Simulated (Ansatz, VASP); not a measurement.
# Cu: VASP beside Ansatz

POSCAR

```
Cu
1.0
    0.0000000000      1.8235162905      1.8235162905
    1.8235162905      0.0000000000      1.8235162905
    1.8235162905      1.8235162905      0.0000000000
Cu
1
Direct
    0.0000000000      0.0000000000      0.0000000000
```

INCAR.step1

```
ALGO = Normal
EDIFF = 1E-4
ENCUT = 520
GGA = PE
ISMEAR = 0
LASPH = T
LCHARG = F
LREAL = F
LWAVE = T
NBANDS = 12
NELM = 80
PREC = Accurate
SIGMA = 0.1
```

Contents of INCAR.step2:

```
ALGO = Normal
EDIFF = 1E-7
ENCUT = 520
ISIF = 2
ISMEAR = 0
ISTART = 1
LASPH = T
LCHARG = T
LELF = T
LMIXTAU = T
LREAL = F
LVHAR = T
LWAVE = F
METAGGA = R2SCAN
NBANDS = 12
NELM = 80
PREC = Accurate
SIGMA = 0.1
```

Contents of KPOINTS:

```
k-points
0
Gamma
  20 20 20
```

Input for Ansatz:

```yaml
crystal:
  lattice:
    - [0.0, 1.8235162905, 1.8235162905]
    - [1.8235162905, 0.0, 1.8235162905]
    - [1.8235162905, 1.8235162905, 0.0]
  atoms:
    - { symbol: Cu, position: [0.0, 0.0, 0.0] }
basis:
  ecutwfc: 500
kpoints:
  mp_grid: { grid: [20, 20, 20] }
hamiltonian:
  xc: r2scan
scf:
  occupations: { method: gaussian, width: 0.1 }
output:
  forces: true
  stress: true
  eigenvalues: true
```

Alike in both runs: task single point; functional r2SCAN; k mesh 20 × 20 × 20; occupations gaussian, width 0.1 eV; no spin polarisation.

|  | VASP | Ansatz |
| --- | --- | --- |
| version | VASP 6.6.1 | Ansatz 0.2.0 |
| potentials or method | VASP PAW PBE potentials, release 64 (Cu), cutoff 520 eV | scalar-relativistic, plane waves, PAW |
| valence electrons in the cell | 11 | 19 |

|  | VASP | Ansatz | Ansatz less VASP |
| --- | --- | --- | --- |
| gap on the k mesh at the Fermi level (eV) | none | none | - |
| pressure (GPa) | -7.6 | -8.2 | -0.57 |

VASP's potentials were made for PBE, not for r2SCAN. A gap of «none» marks a metal or a gap that the smearing closes. VASP's potentials hold 11 valence electrons a cell and Ansatz's 19, so a difference there can come from the potentials and not from the codes.
